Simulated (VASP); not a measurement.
A run of VASP 6.6.1 is set up as follows.

The input INCAR:

```
SYSTEM = NaAl18
ALGO = Normal
EDIFF = 1E-7
ENCUT = 520
GGA = PE
ISIF = 2
ISMEAR = -1
LASPH = .True.
LCHARG = .False.
LREAL = Auto
LWAVE = .False.
NBANDS = 46
NELM = 80
PREC = Accurate
SIGMA = 0.1
```

Contents of KPOINTS:

```
k-points
0
Gamma
  3 2 1
  0 0 0
```

File POSCAR:

```
NaAl18
1.0
    5.7275650000      0.0000000000      0.0000000000
    4.2956740000      7.4403250000      0.0000000000
    0.0000000000      0.0000000000     15.6765370000
Al Na
18 1
Direct
    0.1666665958      0.1111111410      0.0637895984
    0.6666666831      0.1111111410      0.0637895984
    0.1666667458      0.4444444295      0.0637895984
    0.6666666585      0.4444444295      0.0637895984
    0.1666666204      0.7777778524      0.0637895984
    0.6666665331      0.7777778524      0.0637895984
   -0.1662617124      0.2214895183      0.2150168752
    0.3339711892      0.2214661322      0.2145027948
   -0.1651203663      0.5537563211      0.2121265685
    0.3336933029      0.5548749551      0.2139181632
   -0.1685659050      0.8910285505      0.2143288406
    0.3318655111      0.8912093222      0.2139536940
   -0.0007513027      0.0001392412      0.3660354962
    0.4999478394      0.0006120700      0.3655952842
    0.0015638890      0.3311935971      0.3650113542
    0.4997617268      0.3337469801      0.3663396450
   -0.0069911318      0.6656003602      0.3595443943
    0.5083950571      0.6658264256      0.3594119033
    0.2413380964      0.6789375464      0.5243184129
```

Potentials or basis: VASP PAW PBE potentials, release 64 (Al, Na_pv).

The run is started by

```console
$ cat potpaw_PBE.64/Al/POTCAR potpaw_PBE.64/Na_pv/POTCAR > POTCAR
$ mpirun -np 1 vasp_std > vasp.out
```

Question: Predict the largest force.

Answer: 0.044 eV/Å.

Forces on the atoms (eV/Å):
```
Al   0.012  0.005 -0.007
Al  -0.009  0.013  0.010
Al   0.014 -0.038 -0.005
Al  -0.017 -0.017 -0.008
Al   0.016  0.013  0.039
Al  -0.015  0.024 -0.009
Al   0.001  0.002 -0.006
Al   0.000  0.001 -0.009
Al   0.002 -0.002 -0.009
Al   0.002  0.000 -0.006
Al  -0.001  0.001 -0.008
Al   0.000  0.002 -0.009
Al   0.000  0.000  0.006
Al   0.002  0.004  0.007
Al  -0.002 -0.002  0.006
Al  -0.001 -0.001  0.001
Al  -0.004 -0.007 -0.001
Al   0.001  0.002 -0.003
Na   0.000  0.001  0.011
```

Caveat: the k points lie up to 0.42 Å⁻¹ apart.
